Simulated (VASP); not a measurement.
# Ge (Fd-3m) in VASP: notebook

The runs below take Ge through single point, with PBEsol.

Program: VASP 6.6.1. These are calculated values, not measurements. Logs are shortened: lines on timing, memory, paths and dates and some standing lists are left out, and cuts for length are marked.

**What was measured.**

From “Electronic and optical properties of SixGe1-x-ySny alloys lattice-matched to Ge”, 2021, arxiv:2109.02782, for a bulk crystal of Ge: band gap 0.666 eV (indirect) at 293 K; band gap 0.807 eV (direct) at 300 K.

“Temperature-dependent photoluminescence in Ge: experiment and theory”, 2020, arxiv:2003.00143 reports, for a bulk crystal of Ge at 0 K: band gap 0.744 eV (indirect).

The results are compared with them further down.

**1. The cell of the first run**

It takes space group Fd-3m (No. 227, cubic). The conventional cell has a = 5.676 Å, b = 5.676 Å, c = 5.676 Å, α = 90.00°, β = 90.00°, γ = 90.00°. Within 3.2 Å of Ge (site symmetry -43m) lie 4 Ge at 2.46 Å.

**2. Single point, PBEsol**

File INCAR:

```
SYSTEM = Ge
PREC = Accurate
ENCUT = 520
EDIFF = 1E-6
ISMEAR = 0
SIGMA = 0.1
LREAL = .FALSE.
LASPH = .TRUE.
NELM = 100
ALGO = Normal
ISIF = 2
LWAVE = .FALSE.
LCHARG = .FALSE.
GGA = PS
NBANDS = 21
```

File KPOINTS:

```
Automatic mesh
0
G
  14 14 14
  0 0 0
```

File POSCAR:

```
Ge
1.0
    0.0000000000      2.8378807264      2.8378807264
    2.8378807264      0.0000000000      2.8378807264
    2.8378807264      2.8378807264      0.0000000000
Ge
2
Direct
    0.5000000000      0.5000000000      0.5000000000
    0.7500000000      0.7500000000      0.7500000000
```

Potentials or basis: VASP PAW PBE potentials, release 64 (Ge_d).

Started as:

```bash
cat potpaw_PBE.64/Ge_d/POTCAR > POTCAR
mpirun -np 1 vasp_std > vasp.out
```

OUTCAR:

```text
SYSTEM = Ge
   PREC = Accurate
   ENCUT = 520
   EDIFF = 1E-6
   ISMEAR = 0
   LREAL = .FALSE.
   LASPH = .TRUE.
   NELM = 100
   ISIF = 2
   GGA = PS

 ion  position               nearest neighbor table
   1  0.500  0.500  0.500-   2 2.46   2 2.46   2 2.46   2 2.46
   2  0.750  0.750  0.750-   1 2.46   1 2.46   1 2.46   1 2.46

  LATTYP: Found a face centered cubic cell.
 ALAT       =     5.6757614528

  Lattice vectors:

 A1 = (   0.0000000000,   2.8378807264,   2.8378807264)
 A2 = (   2.8378807264,   0.0000000000,   2.8378807264)
 A3 = (   2.8378807264,   2.8378807264,   0.0000000000)

Analysis of symmetry for initial positions (statically):
=====================================================================
 Subroutine PRICEL returns:
 Original cell was already a primitive cell.

 Routine SETGRP: Setting up the symmetry group for a
 face centered cubic supercell.

 Subroutine GETGRP returns: Found 48 space group operations
 (whereof 24 operations were pure point group operations)
 out of a pool of 48 trial point group operations.

The static configuration has the point symmetry T_d .
 The point group associated with its full space group is O_h .

Analysis of symmetry for dynamics (positions and initial velocities):
=====================================================================
 Subroutine PRICEL returns:
 Original cell was already a primitive cell.

 Routine SETGRP: Setting up the symmetry group for a
 face centered cubic supercell.

 Subroutine GETGRP returns: Found 48 space group operations
 (whereof 24 operations were pure point group operations)
 out of a pool of 48 trial point group operations.

The dynamic configuration has the point symmetry T_d .
 The point group associated with its full space group is O_h .

 Subroutine INISYM returns: Found 48 space group operations
 (whereof 24 operations are pure point group operations),
 and found     1 'primitive' translations

----------------------------------------------------------------------------------------

                                     Primitive cell

  volume of cell :      45.7101

  direct lattice vectors                    reciprocal lattice vectors
     0.000000000  2.837880726  2.837880726    -0.176187813  0.176187813  0.176187813
     2.837880726  0.000000000  2.837880726     0.176187813 -0.176187813  0.176187813
     2.837880726  2.837880726  0.000000000     0.176187813  0.176187813 -0.176187813

  length of vectors
     4.013369412  4.013369412  4.013369412     0.305166245  0.305166245  0.305166245

  position of ions in fractional coordinates (direct lattice)
     0.500000000  0.500000000  0.500000000
     0.750000000  0.750000000  0.750000000

  ion indices of the primitive-cell ions
   primitive index   ion index
                 1           1
                 2           2

----------------------------------------------------------------------------------------

 KPOINTS: Automatic mesh

Automatic generation of k-mesh.
 Grid dimensions read from file:
 generate k-points for:   14   14   14

 Generating k-lattice:

  Cartesian coordinates                     Fractional coordinates (reciprocal lattice)
    -0.012584844  0.012584844  0.012584844     0.071428571  0.000000000  0.000000000
     0.012584844 -0.012584844  0.012584844     0.000000000  0.071428571  0.000000000
     0.012584844  0.012584844 -0.012584844     0.000000000  0.000000000  0.071428571

  Length of vectors
     0.021797589  0.021797589  0.021797589

  Shift w.r.t. Gamma in fractional coordinates (k-lattice)
     0.000000000  0.000000000  0.000000000

 Subroutine IBZKPT returns following result:
 ===========================================

 Found    104 irreducible k-points:

 Following reciprocal coordinates:
            Coordinates               Weight
  0.000000  0.000000  0.000000      1.000000
  0.071429  0.000000  0.000000      8.000000
  0.142857  0.000000  0.000000      8.000000
  0.214286  0.000000  0.000000      8.000000
  0.285714  0.000000  0.000000      8.000000
  0.357143  0.000000  0.000000      8.000000
[... 16 lines left out ...]
  0.214286  0.142857  0.000000     24.000000
  0.285714  0.142857  0.000000     24.000000
 [... further k-points ...]
   k-points           NKPTS =    104   k-points in BZ     NKDIM =    104   number of bands    NBANDS=     21
   number of dos      NEDOS =    301   number of ions     NIONS =      2
   total plane-waves  NPLWV =  27000
   dimension x,y,z NGX =    30 NGY =   30 NGZ =   30
   dimension x,y,z NGXF=    60 NGYF=   60 NGZF=   60
   ions per type =               2
   NGX,Y,Z   is equivalent  to a cutoff of  12.43, 12.43, 12.43 a.u.
   NGXF,Y,Z  is equivalent  to a cutoff of  24.85, 24.85, 24.85 a.u.
 SYSTEM =  Ge
   PREC   = accura    normal or accurate (medium, high low for compatibility)
   ISTART =      0    job   : 0-new  1-cont  2-samecut
   ICHARG =      2    charge: 1-file 2-atom 10-const
   ISPIN  =      1    spin polarized calculation?
   LNONCOLLINEAR =      F non collinear calculations
   LSORBIT =      F    spin-orbit coupling
   LASPH  =      T    aspherical Exc in radial PAW
   ENCUT  =  520.0 eV  38.22 Ry    6.18 a.u.   7.46  7.46  7.46*2*pi/ulx,y,z
   NELM   =    100;   NELMIN=  2; NELMDL= -5     # of ELM steps
   EDIFF  = 0.1E-05   stopping-criterion for ELM
   LREAL  =      F    real-space projection
   EDIFFG = 0.1E-04   stopping-criterion for IOM
   NSW    =      0    number of steps for IOM
   IBRION =     -1    ionic relax: 0-MD 1-quasi-New 2-CG
   NFREE  =      0    steps in history (QN), initial steepest desc. (CG)
   ISIF   =      2    stress and relaxation
   ISYM   =      2    0-nonsym 1-usesym 2-fastsym
   POTIM  = 0.5000    time-step for ionic-motion
   TEBEG  =    0.0;   TEEND  =   0.0 temperature during run
   PSTRESS=    0.0 pullay stress
   NELECT =      28.0000    total number of electrons
   NUPDOWN=      -1.0000    fix difference up-down
   EMIN   =  10.00;   EMAX   =-10.00  energy-range for DOS
   EFERMI =   0.00;   METHOD = LEGACY
   ISMEAR =     0;   SIGMA  =   0.10  broadening in eV -4-tet -1-fermi 0-gaus
   EFERMI_NEDOS =   21; number of points for ismear=-14 and -15
   IALGO  =     38    algorithm
   IMIX   =      4    mixing-type and parameters
     AMIX     =   0.40;   BMIX     =  1.00
     AMIX_MAG =   1.60;   BMIX_MAG =  1.00
  volume/ion in A,a.u.               =      22.86       154.23
  Fermi-wavevector in a.u.,A,eV,Ry     =   1.390348  2.627376 26.300963  1.933066
  Thomas-Fermi vector in A             =   2.514291
   LORBIT       =      0    0 simple, 1 ext, 2 COOP (PROOUT), +10 PAW based schemes
   GGA     = PS    functional components
   LHFCALC =     F    Hartree Fock is set to
   AEXX    =    0.0000 exact exchange contribution
   IVDW    =     0    specifies the selected vdW correction
   LEPSILON=     F    determine dielectric tensor
   LRPA    =     F    only Hartree local field effects (RPA)
 non-spin polarized calculation
 Gauss-broadening in eV      SIGMA  =   0.10
  energy-cutoff  :      520.00
  volume of cell :       45.71
 maximum number of plane-waves:      1248
 NGX is ok and might be reduce to    30

 number of electron      28.0000014 magnetization

 Free energy of the ion-electron system (eV)
  ---------------------------------------------------
  ext. energy  EPLUGINS =         0.00000000
  ---------------------------------------------------
  free energy    TOTEN  =        -9.87459461 eV

  energy without entropy =       -9.87436056  energy(sigma->0) =       -9.87447759

 E-fermi :   4.7869     XC(G=0): -10.0839

 val. band max:        4.7690940619   @ k =   0.0000   0.0000   0.0000
 cond. band min:       4.8630227559   @ k =   0.5000   0.0000   0.0000
 fundamental gap:      0.0939286941
 Fermi energy:         4.7868610751

 k-point     1 :       0.0000    0.0000    0.0000
  band No.  band energies     occupation
      1     -19.9796      2.00000
      2     -19.9796      2.00000
      3     -19.9796      2.00000
      4     -19.9437      2.00000
      5     -19.9437      2.00000
      6     -19.7367      2.00000
[... 13 lines left out ...]
     20      14.2239      0.00000
     21      14.2239      0.00000

 k-point     2 :       0.0714    0.0000    0.0000
  band No.  band energies     occupation
      1     -19.9828      2.00000
      2     -19.9828      2.00000
      3     -19.9787      2.00000
      4     -19.9394      2.00000
      5     -19.9394      2.00000
      6     -19.7420      2.00000
[... 13 lines left out ...]
     20      13.7369      0.00000
     21      13.7369      0.00000

 k-point     3 :       0.1429    0.0000    0.0000
  band No.  band energies     occupation
      1     -19.9891      2.00000
      2     -19.9891      2.00000
      3     -19.9764      2.00000
      4     -19.9301      2.00000
      5     -19.9301      2.00000
      6     -19.7507      2.00000
[... 13 lines left out ...]
     20      13.1781      0.00000
     21      13.1781      0.00000

 k-point     4 :       0.2143    0.0000    0.0000
  band No.  band energies     occupation
      1     -19.9950      2.00000
      2     -19.9950      2.00000
      3     -19.9729      2.00000
      4     -19.9201      2.00000
      5     -19.9201      2.00000
      6     -19.7588      2.00000
[... 13 lines left out ...]
     20      12.9668      0.00000
     21      12.9668      0.00000

 k-point     5 :       0.2857    0.0000    0.0000
  band No.  band energies     occupation
      1     -19.9993      2.00000
      2     -19.9993      2.00000
      3     -19.9691      2.00000
      4     -19.9119      2.00000
      5     -19.9119      2.00000
      6     -19.7649      2.00000
[... 13 lines left out ...]
     20      13.2320      0.00000
     21      13.2320      0.00000

 k-point     6 :       0.3571    0.0000    0.0000
  band No.  band energies     occupation
      1     -20.0019      2.00000
      2     -20.0019      2.00000
      3     -19.9655      2.00000
      4     -19.9063      2.00000
      5     -19.9063      2.00000
      6     -19.7686      2.00000
[... 13 lines left out ...]
     20      13.9617      0.00000
     21      13.9617      0.00000

 k-point     7 :       0.4286    0.0000    0.0000
  band No.  band energies     occupation
      1     -20.0032      2.00000
      2     -20.0032      2.00000
      3     -19.9630      2.00000
      4     -19.9034      2.00000
      5     -19.9034      2.00000
      6     -19.7704      2.00000
[... 13 lines left out ...]
     20      15.0158      0.00000
     21      15.0158      0.00000
[... 291 lines left out ...]
      1     -19.9953      2.00000
      2     -19.9894      2.00000
      3     -19.9754      2.00000
      4     -19.9279      2.00000
      5     -19.9201      2.00000
      6     -19.7626      2.00000
[... 13 lines left out ...]
     20      12.6145      0.00000
     21      13.3135      0.00000

 k-point    21 :      -0.0714    0.0714    0.0000
  band No.  band energies     occupation
      1     -19.9887      2.00000
      2     -19.9835      2.00000
      3     -19.9789      2.00000
      4     -19.9359      2.00000
      5     -19.9310      2.00000
      6     -19.7525      2.00000
[... 13 lines left out ...]
     20      13.0067      0.00000
     21      13.5547      0.00000

 k-point    22 :       0.1429    0.1429    0.0000
  band No.  band energies     occupation
      1     -19.9876      2.00000
      2     -19.9867      2.00000
      3     -19.9867      2.00000
      4     -19.9323      2.00000
      5     -19.9150      2.00000
      6     -19.7772      2.00000
[... 13 lines left out ...]
     20      12.5215      0.00000
     21      14.5689      0.00000

 k-point    23 :       0.2143    0.1429    0.0000
  band No.  band energies     occupation
      1     -19.9958      2.00000
      2     -19.9909      2.00000
      3     -19.9818      2.00000
      4     -19.9249      2.00000
      5     -19.9032      2.00000
      6     -19.7901      2.00000
[... 13 lines left out ...]
     20      13.2982      0.00000
     21      14.4764      0.00000

 k-point    24 :       0.2857    0.1429    0.0000
  band No.  band energies     occupation
      1     -20.0039      2.00000
      2     -19.9958      2.00000
      3     -19.9739      2.00000
      4     -19.9158      2.00000
      5     -19.8927      2.00000
      6     -19.7999      2.00000
[... 13 lines left out ...]
     20      13.9193      0.00000
     21      14.5086      0.00000

 [... further k-points ...]
[... 5 lines left out ...]
  --------------------------------------------------------------------------------------
  -------------------------------------------------------------------------------------
  Total       -0.1193763     -0.1193763     -0.1193763      0.0000000      0.0000000      0.0000000
  in kB       -4.1842363     -4.1842363     -4.1842363      0.0000000      0.0000000      0.0000000
  external PRESSURE =      -4.1842363 kB  Pullay stress =       0.0000000 kB

 VOLUME and BASIS-vectors are now :
 -----------------------------------------------------------------------------
  energy-cutoff  :      520.00
  volume of cell :       45.71
      direct lattice vectors                 reciprocal lattice vectors
     0.000000000  2.837880726  2.837880726    -0.176187813  0.176187813  0.176187813
     2.837880726  0.000000000  2.837880726     0.176187813 -0.176187813  0.176187813
     2.837880726  2.837880726  0.000000000     0.176187813  0.176187813 -0.176187813

 POSITION                                       TOTAL-FORCE (eV/Angst)
 -----------------------------------------------------------------------------------
      2.83788      2.83788      2.83788        -0.000000     -0.000000     -0.000000
      4.25682      4.25682      4.25682         0.000000      0.000000      0.000000
 -----------------------------------------------------------------------------------
    total drift:                                0.000000     -0.000000      0.000000

  FREE ENERGIE OF THE ION-ELECTRON SYSTEM (eV)
  ---------------------------------------------------
  free  energy   TOTEN  =        -9.8745946135 eV

  energy  without entropy=       -9.8743605639  energy(sigma->0) =       -9.87447759
```

Run time: 68 s. Hardware: 1 thread of Intel Xeon Platinum 8259CL at 2.50GHz (Skylake/Cascade Lake), shared host; peak memory 0.21 GiB.

What came out:

```
Free energy            : -9.8746 eV
Pressure               : -0.4 GPa
Band gap on the k mesh : zero (filled and empty bands touch)
```

Caveat: the PAW data sets were made with another functional, which shifts forces and pressure a little.

**3. Single point, PBEsol**

This run uses another cell than the first one: it holds 4 atoms, not 2.

File INCAR:

```
SYSTEM = Ge
PREC = Accurate ; ENCUT = 520
EDIFF = 1E-6 ; ISMEAR = 0
SIGMA = 0.15 ; LREAL = .FALSE.
LASPH = .TRUE. ; NELM = 60
ALGO = Normal ; ISIF = 2
LWAVE = .FALSE. ; LCHARG = .TRUE.
GGA = PS ; LELF = .TRUE.
LVHAR = .TRUE. ; NBANDS = 36
```

File KPOINTS:

```
regular mesh
0
G
  8 8 6
  0 0 0
```

File POSCAR:

```
Ge
1.0
    0.0000000000     -2.8378807260     -2.8378807260
    0.0000000000      2.8378807260     -2.8378807260
    5.6757614520      0.0000000000      0.0000000000
Ge
4
Direct
    0.5000000000      0.5000000000      0.0000000000
    0.0000000000      0.0000000000      0.5000000000
    0.0000000000      0.5000000000      0.2500000000
    0.5000000000      0.0000000000      0.7500000000
```

Potentials or basis: VASP PAW PBE potentials, release 64 (Ge_d).

Started as:

```bash
cat potpaw_PBE.64/Ge_d/POTCAR > POTCAR
mpirun -np 1 vasp_std > vasp.out
```

OUTCAR:

```text
SYSTEM = Ge
   PREC = Accurate
   ENCUT = 520
   EDIFF = 1E-6
   ISMEAR = 0
   LREAL = .FALSE.
   LASPH = .TRUE.
   NELM = 60
   ISIF = 2
   GGA = PS

 ion  position               nearest neighbor table
   1  0.500  0.500  0.000-   3 2.46   4 2.46   4 2.46   3 2.46
   2  0.000  0.000  0.500-   3 2.46   4 2.46   3 2.46   4 2.46
   3  0.000  0.500  0.250-   1 2.46   2 2.46   2 2.46   1 2.46
   4  0.500  0.000  0.750-   1 2.46   2 2.46   1 2.46   2 2.46

  LATTYP: Found a simple tetragonal cell.
 ALAT       =     4.0133694111
 C/A-ratio  =     1.4142135624

[... 1144 lines left out ...]
     36      10.6751      0.00000

 [... further k-points ...]
[... 5 lines left out ...]
  --------------------------------------------------------------------------------------
  -------------------------------------------------------------------------------------
  Total       -0.0804908     -0.0173772     -0.0173772      0.0000000      0.0000000      0.0000000
  in kB       -1.4106347     -0.3045420     -0.3045420      0.0000000      0.0000000      0.0000000
  external PRESSURE =      -0.6732396 kB  Pullay stress =       0.0000000 kB

 VOLUME and BASIS-vectors are now :
 -----------------------------------------------------------------------------
  energy-cutoff  :      520.00
  volume of cell :       91.42
      direct lattice vectors                 reciprocal lattice vectors
     0.000000000 -2.837880726 -2.837880726     0.000000000 -0.176187813 -0.176187813
     0.000000000  2.837880726 -2.837880726     0.000000000  0.176187813 -0.176187813
     5.675761452  0.000000000  0.000000000     0.176187813  0.000000000  0.000000000

 POSITION                                       TOTAL-FORCE (eV/Angst)
 -----------------------------------------------------------------------------------
      0.00000      0.00000     -2.83788         0.000000     -0.000000     -0.000000
      2.83788      0.00000      0.00000         0.000000     -0.000000     -0.000000
      1.41894      1.41894     -1.41894        -0.000000      0.000000      0.000000
      4.25682     -1.41894     -1.41894         0.000000      0.000000      0.000000
 -----------------------------------------------------------------------------------
    total drift:                                0.000000      0.000000     -0.000000

  FREE ENERGIE OF THE ION-ELECTRON SYSTEM (eV)
  ---------------------------------------------------
  free  energy   TOTEN  =       -19.7424564124 eV

  energy  without entropy=      -19.7404434323  energy(sigma->0) =      -19.74144992
```

Run time: 80 s. Hardware: 1 thread of Intel Xeon 6975P-C (Granite Rapids), shared host; peak memory 0.26 GiB.

What came out:

- Free energy: -19.7425 eV
- Pressure: -0.1 GPa
- Band gap on the k mesh: zero (filled and empty bands touch)

Caveat: the PAW data sets were made with another functional, which shifts forces and pressure a little.

**4. Single point, PBEsol**

This run uses another cell than the first one, of 22.64 Å³/atom, 0.990 times its volume.

File INCAR:

```
SYSTEM = Ge
PREC     = Accurate       ! precision mode
ENCUT    = 500            ! plane-wave cutoff, eV
EDIFF    = 1E-6           ! SCF threshold, eV
ISMEAR   = 0              ! smearing method
SIGMA    = 0.1            ! smearing width, eV
LREAL    = .False.        ! projectors in reciprocal space
LASPH    = .True.         ! aspherical terms in the spheres
NELM     = 120            ! most SCF steps
ALGO     = Normal         ! electronic algorithm
ISIF     = 2              ! what is computed and relaxed
LWAVE    = .False.        ! write WAVECAR
LCHARG   = .False.        ! write CHGCAR
GGA      = PS             ! functional
NBANDS   = 21             ! bands
GGA_COMPAT= .False.
```

File KPOINTS:

```
regular mesh
0
Gamma
  6 6 6
  0 0 0
```

File POSCAR:

```
Ge
1.0
    0.0000000000     -2.8287700000     -2.8287700000
    2.8287700000      0.0000000000     -2.8287700000
    2.8287700000     -2.8287700000      0.0000000000
Ge
2
Direct
    0.5000000000      0.5000000000      0.5000000000
    0.7500000000      0.7500000000      0.7500000000
```

Started as:

```bash
cat potpaw_PBE.64/Ge_d/POTCAR > POTCAR
mpirun -np 1 vasp_std > vasp.out
```

It took 10 s on 1 thread of AMD EPYC 7R13 (Zen 3), shared host; peak memory 0.13 GiB.

The run converged. Its results:

| Item | Value |
| --- | --- |
| Free energy | -9.8272 eV |
| Pressure | 0.6 GPa |
| Band gap on the k mesh | zero (filled and empty bands touch) |

Levels at points of the mesh, in eV from the Fermi level:
```
           k point  band 12  band 13  band 14  band 15  band 16  band 17
(0.00, 0.00, 0.00)    -0.03    -0.03    -0.03    -0.03     2.50     2.50
(0.50, 0.00, 0.00)    -7.66    -1.44    -1.44     0.09     3.68     3.68
(0.50, 0.50, 0.00)    -8.93    -3.12    -3.12     0.63     0.63     9.46
```

Caveat: the PAW data sets were made with another functional, which shifts forces and pressure a little.

[end of part 1 of 2]
